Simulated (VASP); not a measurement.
# SiC (P6_3mc) in VASP: further runs

SiC is run at these levels: PBE, r2SCAN; tasks: single point.

All numbers are computed with VASP 6.6.1; they aren't measurements. Logs are shortened: lines on timing, memory, paths and dates and some standing lists are left out, and cuts for length are marked.

### 1 The cell of the first run

Symmetry: P6_3mc, No. 186, hexagonal system. The conventional cell has a = 3.095 Å, b = 3.095 Å, c = 15.187 Å, α = 90.00°, β = 90.00°, γ = 120.00°. Within 2.5 Å of Si (site symmetry 3m) lie 4 C at 1.89 to 1.90 Å. Within 2.5 Å of Si (site symmetry 3m) lie 4 C at 1.89 to 1.90 Å. Si (site symmetry 3m) has 4 C at 1.90 Å within 2.5 Å. C (site symmetry 3m) has 4 Si at 1.89 to 1.90 Å within 2.5 Å. C (site symmetry 3m) has 4 Si at 1.89 to 1.90 Å within 2.5 Å. Within 2.5 Å of C (site symmetry 3m) lie 4 Si at 1.90 Å.

### 2 Single point, PBE

Input file INCAR:

```
PREC = Accurate
ENCUT = 520
EDIFF = 1E-6
ISMEAR = 0
SIGMA = 0.01
LREAL = False
LASPH = True
NELM = 80
ALGO = Normal
ISIF = 2
LWAVE = False
LCHARG = True
GGA = PE
LELF = True
LVHAR = True
NBANDS = 36
```

Input file KPOINTS:

```
Automatic mesh
0
Gamma
  9 9 2
```

Input file POSCAR:

```
SiC
1.0
    3.0950015811      0.0000000000      0.0000000000
   -1.5475007906      2.6803499940      0.0000000000
    0.0000000000      0.0000000000     15.1865709586
Si C
6 6
Direct
    0.3333333333      0.6666666667      0.8329927008
    0.6666666667      0.3333333333      0.3329927008
    0.6666666667      0.3333333333      0.6665012400
    0.3333333333      0.6666666667      0.1665012400
    0.0000000000      0.0000000000      0.4997230253
    0.0000000000      0.0000000000      0.9997230253
    0.0000000000      0.0000000000      0.8743713554
    0.0000000000      0.0000000000      0.3743713554
    0.3333333333      0.6666666667      0.7079991940
    0.6666666667      0.3333333333      0.2079991940
    0.6666666667      0.3333333333      0.5415134846
    0.3333333333      0.6666666667      0.0415134846
```

Potentials or basis: VASP PAW PBE potentials, release 64 (Si, C).

The run is started by

```console
$ cat potpaw_PBE.64/Si/POTCAR potpaw_PBE.64/C/POTCAR > POTCAR
$ mpirun -np 1 vasp_std > vasp.out
```

OUTCAR:

```text
PREC = Accurate
   ENCUT = 520
   EDIFF = 1E-6
   ISMEAR = 0
   LREAL = False
   LASPH = True
   NELM = 80
   ISIF = 2
   GGA = PE

 ion  position               nearest neighbor table
   1  0.333  0.667  0.833-   7 1.89   7 1.89   7 1.89   9 1.90   3 3.10   3 3.10   3 3.10   6 3.10
                             6 3.10   6 3.10
   2  0.667  0.333  0.333-   8 1.89   8 1.89   8 1.89  10 1.90   4 3.10   4 3.10   4 3.10   5 3.10
                             5 3.10   5 3.10
   3  0.667  0.333  0.667-   9 1.89   9 1.89   9 1.89  11 1.90   1 3.10   1 3.10   1 3.10   5 3.10
                             5 3.10   5 3.10
   4  0.333  0.667  0.167-  10 1.89  10 1.89  10 1.89  12 1.90   2 3.10   2 3.10   2 3.10   6 3.10
                             6 3.10   6 3.10
   5  0.000  0.000  0.500-  11 1.90  11 1.90  11 1.90   8 1.90   2 3.10   2 3.10   2 3.10   3 3.10
                             3 3.10   3 3.10
   6  0.000  0.000  1.000-  12 1.90  12 1.90  12 1.90   7 1.90   1 3.10   1 3.10   1 3.10   4 3.10
                             4 3.10   4 3.10
   7  0.000  0.000  0.874-   1 1.89   1 1.89   1 1.89   6 1.90
   8  0.000  0.000  0.374-   2 1.89   2 1.89   2 1.89   5 1.90
   9  0.333  0.667  0.708-   3 1.89   3 1.89   3 1.89   1 1.90
  10  0.667  0.333  0.208-   4 1.89   4 1.89   4 1.89   2 1.90
  11  0.667  0.333  0.542-   5 1.90   5 1.90   5 1.90   3 1.90
  12  0.333  0.667  0.042-   6 1.90   6 1.90   6 1.90   4 1.90

  LATTYP: Found a hexagonal cell.
 ALAT       =     3.0950015811
 C/A-ratio  =     4.9068055575

  Lattice vectors:

 A1 = (   3.0950015811,   0.0000000000,   0.0000000000)
 A2 = (  -1.5475007906,   2.6803499940,   0.0000000000)
 A3 = (   0.0000000000,   0.0000000000,  15.1865709586)

Analysis of symmetry for initial positions (statically):
=====================================================================
 Subroutine PRICEL returns:
 Original cell was already a primitive cell.

 Routine SETGRP: Setting up the symmetry group for a
 hexagonal supercell.

 Subroutine GETGRP returns: Found 12 space group operations
 (whereof  6 operations were pure point group operations)
 out of a pool of 24 trial point group operations.

The static configuration has the point symmetry C_3v.
 The point group associated with its full space group is C_6v.

Analysis of symmetry for dynamics (positions and initial velocities):
=====================================================================
 Subroutine PRICEL returns:
[... 141 lines left out ...]
   NUPDOWN=      -1.0000    fix difference up-down
   EMIN   =  10.00;   EMAX   =-10.00  energy-range for DOS
   EFERMI =   0.00;   METHOD = LEGACY
   ISMEAR =     0;   SIGMA  =   0.01  broadening in eV -4-tet -1-fermi 0-gaus
   EFERMI_NEDOS =   21; number of points for ismear=-14 and -15
   IALGO  =     38    algorithm
   IMIX   =      4    mixing-type and parameters
     AMIX     =   0.40;   BMIX     =  1.00
     AMIX_MAG =   1.60;   BMIX_MAG =  1.00
  volume/ion in A,a.u.               =      10.50        70.85
  Fermi-wavevector in a.u.,A,eV,Ry     =   1.186819  2.242763 19.164346  1.408540
  Thomas-Fermi vector in A             =   2.322984
   LORBIT       =      0    0 simple, 1 ext, 2 COOP (PROOUT), +10 PAW based schemes
   GGA     = PE    functional components
   LHFCALC =     F    Hartree Fock is set to
   AEXX    =    0.0000 exact exchange contribution
   IVDW    =     0    specifies the selected vdW correction
   LEPSILON=     F    determine dielectric tensor
   LRPA    =     F    only Hartree local field effects (RPA)
 non-spin polarized calculation
 Gauss-broadening in eV      SIGMA  =   0.01
  energy-cutoff  :      520.00
  volume of cell :      125.98
 maximum number of plane-waves:      3414
 NGX is ok and might be reduce to    24
   NGX = 11   NGY = 11   NGZ = 57

 number of electron      48.0000002 magnetization

 Free energy of the ion-electron system (eV)
  ---------------------------------------------------
  ext. energy  EPLUGINS =         0.00000000
  ---------------------------------------------------
  free energy    TOTEN  =       -90.37257472 eV

  energy without entropy =      -90.37257472  energy(sigma->0) =      -90.37257472

 E-fermi :   8.0661     XC(G=0): -11.2906

 val. band max:        7.9888991689   @ k =   0.0000   0.0000   0.0000
 cond. band min:      10.1017277722   @ k =   0.4444   0.0000   0.0000
 fundamental gap:      2.1128286033
 Fermi energy:         8.0660671235

 k-point     1 :       0.0000    0.0000    0.0000
  band No.  band energies     occupation
      1      -7.3522      2.00000
      2      -6.8368      2.00000
      3      -6.8018      2.00000
      4      -5.3268      2.00000
      5      -5.2984      2.00000
      6      -3.8402      2.00000
[... 925 lines left out ...]
     35      17.1504      0.00000
     36      17.1504      0.00000

------------------------ aborting loop because EDIFF is reached ----------------------------------------

  FORCE on cell =-STRESS in cart. coord.  units (eV):
  Direction    XX          YY          ZZ          XY          YZ          ZX
  --------------------------------------------------------------------------------------
  -------------------------------------------------------------------------------------
  Total       -0.0377908     -0.0377908     -0.0399740      0.0000000     -0.0000000     -0.0000000
  in kB       -0.4806014     -0.4806014     -0.5083652      0.0000000     -0.0000000     -0.0000000
  external PRESSURE =      -0.4898560 kB  Pullay stress =       0.0000000 kB

 VOLUME and BASIS-vectors are now :
 -----------------------------------------------------------------------------
  energy-cutoff  :      520.00
  volume of cell :      125.98
      direct lattice vectors                 reciprocal lattice vectors
     3.095001581  0.000000000  0.000000000     0.323101612  0.186542803  0.000000000
    -1.547500791  2.680349994  0.000000000     0.000000000  0.373085605  0.000000000
     0.000000000  0.000000000 15.186570959     0.000000000  0.000000000  0.065847649

 POSITION                                       TOTAL-FORCE (eV/Angst)
 -----------------------------------------------------------------------------------
     -0.00000      1.78690     12.65030        -0.000000     -0.000000     -0.000589
      1.54750      0.89345      5.05702         0.000000     -0.000000     -0.000589
      1.54750      0.89345     10.12187         0.000000     -0.000000     -0.000236
     -0.00000      1.78690      2.52858        -0.000000      0.000000     -0.000236
      0.00000      0.00000      7.58908         0.000000     -0.000000      0.001669
      0.00000      0.00000     15.18236        -0.000000      0.000000      0.001669
      0.00000      0.00000     13.27870        -0.000000      0.000000     -0.000558
      0.00000      0.00000      5.68542        -0.000000     -0.000000     -0.000558
     -0.00000      1.78690     10.75208        -0.000000     -0.000000     -0.000328
      1.54750      0.89345      3.15879         0.000000      0.000000     -0.000328
      1.54750      0.89345      8.22373         0.000000      0.000000      0.000042
     -0.00000      1.78690      0.63045        -0.000000     -0.000000      0.000042
 -----------------------------------------------------------------------------------
    total drift:                                0.000000      0.000000     -0.000692

  FREE ENERGIE OF THE ION-ELECTRON SYSTEM (eV)
  ---------------------------------------------------
  free  energy   TOTEN  =       -90.3725747202 eV

  energy  without entropy=      -90.3725747202  energy(sigma->0) =      -90.37257472
```

OSZICAR:

```text
N       E                     dE             d eps       ncg     rms          rms(c)
DAV:   1     0.125592574296E+03    0.12559E+03   -0.21839E+04  1728   0.119E+03
DAV:   2    -0.890689673091E+02   -0.21466E+03   -0.20167E+03  2228   0.209E+02
DAV:   3    -0.101067238958E+03   -0.11998E+02   -0.11906E+02  2276   0.470E+01
DAV:   4    -0.101253348527E+03   -0.18611E+00   -0.18569E+00  2184   0.666E+00
DAV:   5    -0.101257446991E+03   -0.40985E-02   -0.40950E-02  2192   0.936E-01    0.212E+01
DAV:   6    -0.906425359147E+02    0.10615E+02   -0.31619E+01  2128   0.207E+01    0.945E+00
DAV:   7    -0.904200050276E+02    0.22253E+00   -0.30720E+00  2304   0.667E+00    0.409E+00
DAV:   8    -0.903760075071E+02    0.43998E-01   -0.18688E-01  2112   0.174E+00    0.128E+00
DAV:   9    -0.903717148349E+02    0.42927E-02   -0.27638E-02  2168   0.770E-01    0.183E-01
DAV:  10    -0.903724195785E+02   -0.70474E-03   -0.22966E-03  2208   0.204E-01    0.958E-02
DAV:  11    -0.903725707882E+02   -0.15121E-03   -0.34055E-04  1984   0.992E-02    0.190E-02
DAV:  12    -0.903725727832E+02   -0.19950E-05   -0.12901E-05  2264   0.175E-02    0.860E-03
DAV:  13    -0.903725743208E+02   -0.15376E-05   -0.16900E-06  1456   0.640E-03    0.197E-03
DAV:  14    -0.903725747202E+02   -0.39942E-06   -0.25260E-07  1236   0.243E-03
   1 F= -.90372575E+02 E0= -.90372575E+02  d E =-.957240E-30
```

stdout:

```text
POSCAR found type information on POSCAR SiC
 POSCAR found :  2 types and      12 ions
 scaLAPACK will be used
 LDA part: xc-table for (Slater+PW92), standard interpolation
 POSCAR, INCAR and KPOINTS ok, starting setup
 FFT: planning ... GRIDC
 FFT: planning ... GRID_SOFT
 FFT: planning ... GRID
 WAVECAR not read
 entering main loop
```

It took 2.7 min on 1 thread of Intel Xeon 8259CL, shared host; peak memory 0.28 GiB.

What came out:

| Quantity | Value |
| --- | --- |
| Free energy | -90.3726 eV |
| Pressure | 0.0 GPa |
| Band gap on the k mesh | 2.11 eV, indirect (least direct gap 3.18 eV) |

Levels at points of the mesh, in eV from the valence-band top:
| k point | band 22 | band 23 | band 24 | band 25 | band 26 | band 27 |
| --- | --- | --- | --- | --- | --- | --- |
| (0.00, 0.00, 0.00) | -0.04 | 0.00 | 0.00 | 5.05 | 5.22 | 5.63 |
| (0.00, 0.00, 0.50) | -0.10 | -0.10 | -0.10 | 5.12 | 5.12 | 5.86 |

A k mesh can miss the band edges.

### 3 Single point, PBE (volume changed by +3%)

Input file INCAR:

```
SYSTEM = SiC
ALGO = Normal ; EDIFF = 1E-6
ENCUT = 520 ; GGA = PE
ISIF = 2 ; ISMEAR = 0
LASPH = .TRUE. ; LCHARG = .FALSE.
LREAL = .FALSE. ; LWAVE = .FALSE.
NBANDS = 36 ; NELM = 100
PREC = Accurate ; SIGMA = 0.01
```

Input file KPOINTS:

```
k-points
0
G
  9 9 2
  0 0 0
```

POSCAR, as its differences from that of step 2:

```diff
@@ -2,5 +2,5 @@
 1.0
-    3.0950015811      0.0000000000      0.0000000000
-   -1.5475007906      2.6803499940      0.0000000000
-    0.0000000000      0.0000000000     15.1865709586
+    3.1256471542      0.0000000000      0.0000000000
+   -1.5628235771      2.7068898388      0.0000000000
+    0.0000000000      0.0000000000     15.3369428267
 Si C
```

Potentials or basis: VASP PAW PBE potentials, release 64 (Si, C).

The run is started by

```console
$ cat potpaw_PBE.64/Si/POTCAR potpaw_PBE.64/C/POTCAR > POTCAR
$ mpirun -np 1 vasp_std > vasp.out
```

It took 2.7 min on 1 thread of Intel Xeon 8259CL, shared host; peak memory 0.28 GiB.

The run converged. Its results:

```
Free energy            : -90.3009 eV
Pressure               : -6.0 GPa
Largest force          : 0.010 eV/Å
Band gap on the k mesh : 2.12 eV, indirect (least direct gap 3.17 eV)
```

Forces in eV/Å, atoms in the order of the input:
```
Si   0.000  0.000 -0.003
Si   0.000  0.000 -0.003
Si   0.000  0.000 -0.001
Si   0.000  0.000 -0.001
Si   0.000  0.000  0.010
Si   0.000  0.000  0.010
C    0.000  0.000 -0.005
C    0.000  0.000 -0.005
C    0.000  0.000  0.000
C    0.000  0.000  0.000
C    0.000  0.000  0.000
C    0.000  0.000  0.000
```

Levels at points of the mesh, in eV from the valence-band top:
```csv
k point,band 20,band 21,band 22,band 23,band 24,band 25,band 26,band 27,band 28,band 29
"(0.00, 0.00, 0.00)",-0.30,-0.30,-0.04,0.00,0.00,4.80,4.97,5.36,5.80,5.87
"(0.00, 0.00, 0.50)",-0.63,-0.09,-0.09,-0.09,-0.09,4.87,4.87,5.60,5.60,6.17
```

[end of part 1 of 3]
